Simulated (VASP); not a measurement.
## Zn17O18 (a cell with a defect): single point with PBEsol

System: Zn17O18 (a cell with a defect).

```xyz
35
Lattice="0.0000 5.5954 5.2139 -4.8458 -2.7977 5.2139 4.8458 -2.7977 5.2139" Properties=species:S:1:pos:R:3 pbc="T T T"
Zn   -1.5933    0.9060    7.8227
Zn    3.1988   -1.8748    7.8227
Zn   -3.1989   -1.8748    7.8227
Zn    1.5932    0.9060    7.8227
Zn    1.6056    0.9610   13.0366
Zn   -0.0001    3.7277    7.8056
Zn    0.0000   -1.8677   12.9435
Zn   -1.6057    0.9610   13.0366
Zn   -1.5965   -0.9461    5.2508
Zn    1.6169   -0.9342   10.4226
Zn    1.5963   -0.9461    5.2509
Zn   -0.0001   -3.7350   10.4229
Zn   -0.0001    1.8695    5.1907
Zn    0.0000    1.8843   10.4648
Zn    3.2364    1.8590   10.4045
Zn   -1.6171   -0.9342   10.4228
Zn   -3.2366    1.8590   10.4046
O    -0.0001   -1.8678   10.0915
O    -1.6118    0.9363    9.7960
O    -1.6115    0.9238    4.5821
O     1.6114    0.9237    4.5821
O     1.6117    0.9363    9.7960
O    -3.2233   -1.8680    4.5821
O    -0.0001   -1.8678    4.5646
O    -0.0001    3.7276    4.5402
O     3.2232   -1.8680    4.5821
O    -1.7551   -0.8545    7.1427
O    -3.1935    1.8839    7.2204
O     1.7549   -0.8545    7.1428
O     0.0000    1.8199    2.0066
O    -0.0001    1.8700    7.1786
O    -0.0001   -3.8944    7.1427
O    -1.6088   -0.9388    1.9647
O     3.1935    1.8839    7.2205
O     1.6088   -0.9389    1.9647
```

| Quantity | Value |
| --- | --- |
| Program | VASP 6.6.1 |
| Task | single point |
| Functional | PBEsol |
| Potentials or basis | VASP PAW PBE potentials, release 64 (Zn, O) |
| Cutoff | 520 eV |
| k mesh | 2 × 2 × 2, shifted |
| Occupations | gaussian, width 0.02 eV |
| Spin | collinear spin |

```
Pressure                                              : 0.5 GPa
Largest force                                         : 0.061 eV/Å
Net moment                                            : -1.31 μB per cell
Site moments                                          : Zn -0.02, -0.00, -0.01 (each value once); O -0.10, -0.02, -0.03, -0.00, -0.15, -0.07, -0.01 (each value once) μB
Valence electrons inside the program's atomic spheres : Zn 10.90, 10.88, 10.82, 10.87 (each value once); O 4.97, 4.98, 4.96 (each value once)
```

Forces in eV/Å, atoms in the order of the input:
```
Zn   0.010  0.007  0.010
Zn   0.001 -0.013  0.010
Zn   0.000 -0.013  0.010
Zn  -0.011  0.007  0.010
Zn   0.011  0.005  0.010
Zn   0.000  0.001  0.004
Zn   0.000 -0.001  0.006
Zn  -0.012  0.005  0.011
Zn   0.002 -0.003 -0.012
Zn   0.014  0.007  0.000
Zn  -0.002 -0.002 -0.013
Zn   0.000 -0.016 -0.002
Zn   0.000  0.001  0.008
Zn  -0.001  0.003 -0.014
Zn   0.001  0.000  0.009
Zn  -0.014  0.007 -0.002
Zn   0.000 -0.001  0.008
O    0.000 -0.001 -0.031
O   -0.001  0.000  0.000
O    0.000  0.002  0.001
O    0.000  0.002  0.001
O    0.001 -0.001  0.000
O   -0.002 -0.001 -0.001
O    0.000  0.001 -0.015
O    0.000 -0.001 -0.023
O    0.002 -0.001 -0.001
O    0.048 -0.027  0.021
O    0.007  0.004 -0.007
O   -0.048 -0.027  0.021
O    0.000 -0.009 -0.008
O    0.000  0.004 -0.008
O    0.000  0.057  0.021
O    0.002 -0.001 -0.008
O   -0.008  0.004 -0.007
O   -0.002 -0.001 -0.008
```

Stress tensor (GPa, compression positive):
```
0.44 0.00 0.00
0.00 0.44 0.00
0.00 0.00 0.62
```

Levels at points of the mesh, in eV from the Fermi level:
Spin up:
| k point | band 152 | band 153 | band 154 | band 155 | band 156 | band 157 | band 158 | band 159 |
| --- | --- | --- | --- | --- | --- | --- | --- | --- |
| (0.25, 0.25, 0.25) | -0.40 | -0.22 | -0.22 | -0.22 | 0.16 | 0.16 | 2.25 | 4.55 |
Spin down:
```
           k point  band 154  band 155  band 156  band 157  band 158  band 159  band 160  band 161
(0.25, 0.25, 0.25)     -0.41     -0.41      0.01      0.01      2.22      4.51      4.51      4.61
```

Run time: 4.3 min on 1 × NVIDIA H100 80GB with 1 thread of AMD EPYC 7R13 Processor (Zen 3), with other jobs on the host, peak memory 1.8 GiB.

Caveat: the k points lie up to 0.42 Å⁻¹ apart; the PAW data sets were made with another functional, which shifts forces and pressure a little.
